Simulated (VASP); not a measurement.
K3ScZn4F12 (a cell with a defect), 20 atoms in the cell. The cell holds a defect, 20 atoms: a = 8.105 Å, b = 8.105 Å, c = 4.052 Å, α = 90.00°, β = 90.00°, γ = 90.00°. 

```yaml
Program: VASP 6.6.1
Task: single point
Functional: PBEsol
Dispersion: D3(BJ)
Potentials_or_basis: VASP PAW PBE potentials, release 64 (K_sv, Sc_sv, Zn, F)
Cutoff: 520 eV
k_mesh: 2 × 2 × 2, shifted
Occupations: fermi-dirac, width 0.05 eV
Spin: collinear spin
Starting_moments: "[0.05, 0.05, 0.05, 0.05, 0.05, 0.05, 0.05, 0.05, 0.05, 0.05, 0.05, 0.05, 0.05, 0.05, 0.05, 0.05, 0.05, 0.05, 0.05, 0.05] μB"
Dipole_correction: no
Charge: 2
Further_INCAR_settings: ALGO = Normal; EDIFF = 1e-06; NBANDS = 105; NELECT = 168.0
```

Potentials or basis: VASP PAW PBE potentials, release 64 (K_sv, Sc_sv, Zn, F).

The run is started by

```sh
$ cat potpaw_PBE.64/K_sv/POTCAR potpaw_PBE.64/Sc_sv/POTCAR potpaw_PBE.64/Zn/POTCAR potpaw_PBE.64/F/POTCAR > POTCAR
$ mpirun -np 1 vasp_std > vasp.out
```

Hardware: 1 thread of Intel(R) Xeon(R) Platinum 8488C (Sapphire Rapids) (shared host).

**Question.** How long does it take, and how much memory?

**Answer.** Run time: 65 min on 1 thread of Intel(R) Xeon(R) Platinum 8488C (Sapphire Rapids) (shared host), peak memory 0.5 GiB. Counts: scf iterations 174, k points 4.
